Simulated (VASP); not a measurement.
# PbS (Galena) (Fm-3m) in VASP: notebook

The runs below take PbS (Galena) through single point, with r2SCAN.

Everything below comes from runs of VASP 6.6.1. Logs are shortened: lines on timing, memory, paths and dates and some standing lists are left out, and cuts for length are marked.

## 1. The cell of the first run

It takes space group Fm-3m (No. 225, cubic). The conventional cell has a = 6.015 Å, b = 6.015 Å, c = 6.015 Å, α = 90.00°, β = 90.00°, γ = 90.00°. Within 4.0 Å of Pb (site symmetry m-3m) lie 6 S at 3.01 Å. S (site symmetry m-3m) has 6 Pb at 3.01 Å within 4.0 Å.

## 2. Single point, r2SCAN

POSCAR

```
PbS
1.0
    0.0000000000      3.0076851500      3.0076851500
    3.0076851500      0.0000000000      3.0076851500
    3.0076851500      3.0076851500      0.0000000000
Pb S
1 1
Direct
    0.0000000000      0.0000000000      0.0000000000
    0.5000000000      0.5000000000      0.5000000000
```

INCAR.step1

```
SYSTEM = PbS
ALGO = Normal ; EDIFF = 1E-4
ENCUT = 520 ; GGA = PE
ISMEAR = -1 ; LASPH = .True.
LCHARG = .False. ; LREAL = .False.
LWAVE = .True. ; NBANDS = 17
NELM = 100 ; PREC = Accurate
SIGMA = 0.02
```

INCAR.step2

```
SYSTEM = PbS
ALGO = Normal ; EDIFF = 1E-6
ENCUT = 520 ; ISIF = 2
ISMEAR = -1 ; ISTART = 1
LASPH = .True. ; LCHARG = .True.
LELF = .True. ; LMIXTAU = .True.
LREAL = .False. ; LVHAR = .True.
LWAVE = .False. ; METAGGA = R2SCAN
NBANDS = 17 ; NELM = 100
PREC = Accurate ; SIGMA = 0.02
```

KPOINTS

```
k-points
0
Gamma
  8 8 8
  0 0 0
```

Potentials or basis: VASP PAW PBE potentials, release 64 (Pb_d, S).

Started as:

```
$ cat potpaw_PBE.64/Pb_d/POTCAR potpaw_PBE.64/S/POTCAR > POTCAR
$ cp INCAR.step1 INCAR
$ mpirun -np 1 vasp_std > vasp.out
$ cp INCAR.step2 INCAR
$ mpirun -np 1 vasp_std > vasp.out
```

OUTCAR:

```text
SYSTEM = PbS
   EDIFF = 1E-6
   ENCUT = 520
   ISIF = 2
   ISMEAR = -1
   ISTART = 1
   LASPH = .True.
   LREAL = .False.
   METAGGA = R2SCAN
   NELM = 100
   PREC = Accurate

 ion  position               nearest neighbor table
   1  0.000  0.000  0.000-   2 3.01   2 3.01   2 3.01   2 3.01   2 3.01   2 3.01
   2  0.500  0.500  0.500-   1 3.01   1 3.01   1 3.01   1 3.01   1 3.01   1 3.01

  LATTYP: Found a face centered cubic cell.
 ALAT       =     6.0153703000

  Lattice vectors:

 A1 = (   0.0000000000,   3.0076851500,   3.0076851500)
 A2 = (   3.0076851500,   0.0000000000,   3.0076851500)
 A3 = (   3.0076851500,   3.0076851500,   0.0000000000)

Analysis of symmetry for initial positions (statically):
=====================================================================
 Subroutine PRICEL returns:
 Original cell was already a primitive cell.

 Routine SETGRP: Setting up the symmetry group for a
 face centered cubic supercell.

 Subroutine GETGRP returns: Found 48 space group operations
 (whereof 48 operations were pure point group operations)
 out of a pool of 48 trial point group operations.

The static configuration has the point symmetry O_h .

Analysis of symmetry for dynamics (positions and initial velocities):
=====================================================================
 Subroutine PRICEL returns:
 Original cell was already a primitive cell.

 Routine SETGRP: Setting up the symmetry group for a
 face centered cubic supercell.

 Subroutine GETGRP returns: Found 48 space group operations
 (whereof 48 operations were pure point group operations)
 out of a pool of 48 trial point group operations.

The dynamic configuration has the point symmetry O_h .

 Subroutine INISYM returns: Found 48 space group operations
 (whereof 48 operations are pure point group operations),
 and found     1 'primitive' translations

----------------------------------------------------------------------------------------

                                     Primitive cell

  volume of cell :      54.4161

  direct lattice vectors                    reciprocal lattice vectors
     0.000000000  3.007685150  3.007685150    -0.166240805  0.166240805  0.166240805
     3.007685150  0.000000000  3.007685150     0.166240805 -0.166240805  0.166240805
     3.007685150  3.007685150  0.000000000     0.166240805  0.166240805 -0.166240805

  length of vectors
     4.253509130  4.253509130  4.253509130     0.287937520  0.287937520  0.287937520

  position of ions in fractional coordinates (direct lattice)
[... 72 lines left out ...]
   ICHARG =      0    charge: 1-file 2-atom 10-const
   ISPIN  =      1    spin polarized calculation?
   LNONCOLLINEAR =      F non collinear calculations
   LSORBIT =      F    spin-orbit coupling
   LASPH  =      T    aspherical Exc in radial PAW
   ENCUT  =  520.0 eV  38.22 Ry    6.18 a.u.   7.91  7.91  7.91*2*pi/ulx,y,z
   NELM   =    100;   NELMIN=  2; NELMDL=  0     # of ELM steps
   EDIFF  = 0.1E-05   stopping-criterion for ELM
   LREAL  =      F    real-space projection
   EDIFFG = 0.1E-04   stopping-criterion for IOM
   NSW    =      0    number of steps for IOM
   IBRION =     -1    ionic relax: 0-MD 1-quasi-New 2-CG
   NFREE  =      0    steps in history (QN), initial steepest desc. (CG)
   ISIF   =      2    stress and relaxation
   ISYM   =      2    0-nonsym 1-usesym 2-fastsym
   POTIM  = 0.5000    time-step for ionic-motion
   TEBEG  =    0.0;   TEEND  =   0.0 temperature during run
   PSTRESS=    0.0 pullay stress
   NELECT =      20.0000    total number of electrons
   NUPDOWN=      -1.0000    fix difference up-down
   EMIN   =  10.00;   EMAX   =-10.00  energy-range for DOS
   EFERMI =   0.00;   METHOD = LEGACY
   ISMEAR =    -1;   SIGMA  =   0.02  broadening in eV -4-tet -1-fermi 0-gaus
   EFERMI_NEDOS =   21; number of points for ismear=-14 and -15
   IALGO  =     38    algorithm
   IMIX   =      4    mixing-type and parameters
     AMIX     =   0.40;   BMIX     =  1.00
     AMIX_MAG =   1.60;   BMIX_MAG =  1.00
  volume/ion in A,a.u.               =      27.21       183.61
  Fermi-wavevector in a.u.,A,eV,Ry     =   1.172670  2.216025 18.710117  1.375155
  Thomas-Fermi vector in A             =   2.309095
   LORBIT       =      0    0 simple, 1 ext, 2 COOP (PROOUT), +10 PAW based schemes
   METAGGA = R2SCAN    functional components
   LHFCALC =     F    Hartree Fock is set to
   AEXX    =    0.0000 exact exchange contribution
   IVDW    =     0    specifies the selected vdW correction
   LEPSILON=     F    determine dielectric tensor
   LRPA    =     F    only Hartree local field effects (RPA)
 non-spin polarized calculation
  energy-cutoff  :      520.00
  volume of cell :       54.42
 maximum number of plane-waves:      1477
   NGX = 15   NGY = 15   NGZ = 15

 number of electron      20.0000004 magnetization

 Free energy of the ion-electron system (eV)
  ---------------------------------------------------
  ext. energy  EPLUGINS =         0.00000000
  ---------------------------------------------------
  free energy    TOTEN  =       -65.60853782 eV

  energy without entropy =      -65.60853781  energy(sigma->0) =      -65.60853781

 E-fermi :   5.4858     XC(G=0): -10.0435

 val. band max:        5.1082605352   @ k =   0.5000   0.0000   0.0000
 cond. band min:       5.8821551255   @ k =   0.5000   0.0000   0.0000
 fundamental gap:      0.7738945903
 Fermi energy:         5.4858408607

 k-point     1 :       0.0000    0.0000    0.0000
  band No.  band energies     occupation
      1     -12.2367      2.00000
      2     -12.2367      2.00000
      3     -12.2367      2.00000
      4     -12.2193      2.00000
      5     -12.2193      2.00000
      6      -8.6782      2.00000
[... 457 lines left out ...]
      4     -12.2118      2.00000
      5     -12.1939      2.00000
      6      -7.3232      2.00000
[... 9 lines left out ...]
     16      16.5937      0.00000
     17      16.8938      0.00000

 [... further k-points ...]
[... 5 lines left out ...]
  --------------------------------------------------------------------------------------
  -------------------------------------------------------------------------------------
  Total       -0.3938217     -0.3938217     -0.3938217     -0.0000000      0.0000000     -0.0000000
  in kB      -11.5953299    -11.5953299    -11.5953299     -0.0000000      0.0000000     -0.0000000
  external PRESSURE =     -11.5953299 kB  Pullay stress =       0.0000000 kB

 VOLUME and BASIS-vectors are now :
 -----------------------------------------------------------------------------
  energy-cutoff  :      520.00
  volume of cell :       54.42
      direct lattice vectors                 reciprocal lattice vectors
     0.000000000  3.007685150  3.007685150    -0.166240805  0.166240805  0.166240805
     3.007685150  0.000000000  3.007685150     0.166240805 -0.166240805  0.166240805
     3.007685150  3.007685150  0.000000000     0.166240805  0.166240805 -0.166240805

 POSITION                                       TOTAL-FORCE (eV/Angst)
 -----------------------------------------------------------------------------------
      0.00000      0.00000      0.00000         0.000000      0.000000      0.000000
      3.00769      3.00769      3.00769        -0.000000     -0.000000     -0.000000
 -----------------------------------------------------------------------------------
    total drift:                                0.000000     -0.000000     -0.000000

  FREE ENERGIE OF THE ION-ELECTRON SYSTEM (eV)
  ---------------------------------------------------
  free  energy   TOTEN  =       -65.6085378150 eV

  energy  without entropy=      -65.6085378150  energy(sigma->0) =      -65.60853781
```

OUTCAR.step1:

```text
SYSTEM = PbS
   EDIFF = 1E-4
   ENCUT = 520
   GGA = PE
   ISMEAR = -1
   LASPH = .True.
   LREAL = .False.
[... 699 lines left out ...]
      0.00000      0.00000      0.00000         0.000000     -0.000000      0.000000
      3.00769      3.00769      3.00769        -0.000000      0.000000     -0.000000
 -----------------------------------------------------------------------------------
    total drift:                                0.000000     -0.000000     -0.000000

  FREE ENERGIE OF THE ION-ELECTRON SYSTEM (eV)
  ---------------------------------------------------
  free  energy   TOTEN  =        -8.7698171313 eV

  energy  without entropy=       -8.7698171061  energy(sigma->0) =       -8.76981712
```

Wall time 59 s (1 thread of Intel Xeon Platinum 8488C (Sapphire Rapids), shared host); peak memory 0.19 GiB.

What came out:

```
Free energy            : -65.6085 eV
Pressure               : -1.2 GPa
Band gap on the k mesh : 0.77 eV, direct
```

Caveat: the PAW data sets were made with another functional, which shifts forces and pressure a little; spin-orbit coupling is left out, which moves the levels of the heavy elements.

## 3. Single point, r2SCAN

This run uses another cell than the first one, of 27.74 Å³/atom, 1.020 times its volume.

POSCAR

```
PbS
1.0
    0.0000000000      3.0272161200      3.0272161200
    3.0272161200      0.0000000000      3.0272161200
    3.0272161200      3.0272161200      0.0000000000
Pb S
1 1
Direct
    0.0000000000      0.0000000000      0.0000000000
    0.5000000000      0.5000000000      0.5000000000
```

INCAR.step1

```
ALGO     = Normal         # electronic algorithm
EDIFF    = 1E-4           # SCF threshold, eV
ENCUT    = 520            # plane-wave cutoff, eV
GGA      = PE             # functional
ISMEAR   = -1             # smearing method
LASPH    = True           # aspherical terms in the spheres
LCHARG   = False          # write CHGCAR
LREAL    = False          # projectors in reciprocal space
LWAVE    = True           # write WAVECAR
NBANDS   = 17             # bands
NELM     = 80             # most SCF steps
PREC     = Accurate       # precision mode
SIGMA    = 0.02           # smearing width, eV
```

INCAR.step2

```
ALGO     = Normal         # electronic algorithm
EDIFF    = 1E-6           # SCF threshold, eV
ENCUT    = 520            # plane-wave cutoff, eV
ISIF     = 2              # what is computed and relaxed
ISMEAR   = -1             # smearing method
ISTART   = 1            
LASPH    = True           # aspherical terms in the spheres
LCHARG   = False          # write CHGCAR
LMIXTAU  = True         
LREAL    = False          # projectors in reciprocal space
LWAVE    = False          # write WAVECAR
METAGGA  = R2SCAN         # meta-GGA
NBANDS   = 17             # bands
NELM     = 80             # most SCF steps
PREC     = Accurate       # precision mode
SIGMA    = 0.02           # smearing width, eV
```

KPOINTS

```
k-points
0
Gamma
  8 8 8
```

Potentials or basis: VASP PAW PBE potentials, release 64 (Pb_d, S).

Started as:

```
$ cat potpaw_PBE.64/Pb_d/POTCAR potpaw_PBE.64/S/POTCAR > POTCAR
$ cp INCAR.step1 INCAR
$ mpirun -np 1 vasp_std > vasp.out
$ cp INCAR.step2 INCAR
$ mpirun -np 1 vasp_std > vasp.out
```

Run time: 57 s. Hardware: 1 thread of Intel Xeon Platinum 8488C (Sapphire Rapids), shared host; peak memory 0.19 GiB.

Results (log left out):

* Free energy: -65.5979 eV
* Pressure: -2.1 GPa
* Band gap on the k mesh: 0.84 eV, direct

Levels at points of the mesh, in eV from the valence-band top:
```csv
k point,band 8,band 9,band 10,band 11,band 12,band 13
"(0.00, 0.00, 0.00)",-1.95,-1.95,-1.95,5.43,5.43,5.43
"(0.50, 0.00, 0.00)",-1.60,-1.60,0.00,0.84,2.38,2.38
"(0.50, 0.50, 0.00)",-4.79,-3.14,-3.14,4.47,5.85,5.91
```

Caveat: the PAW data sets were made with another functional, which shifts forces and pressure a little; spin-orbit coupling is left out, which moves the levels of the heavy elements. A k mesh can miss the band edges.

[end of part 1 of 2]
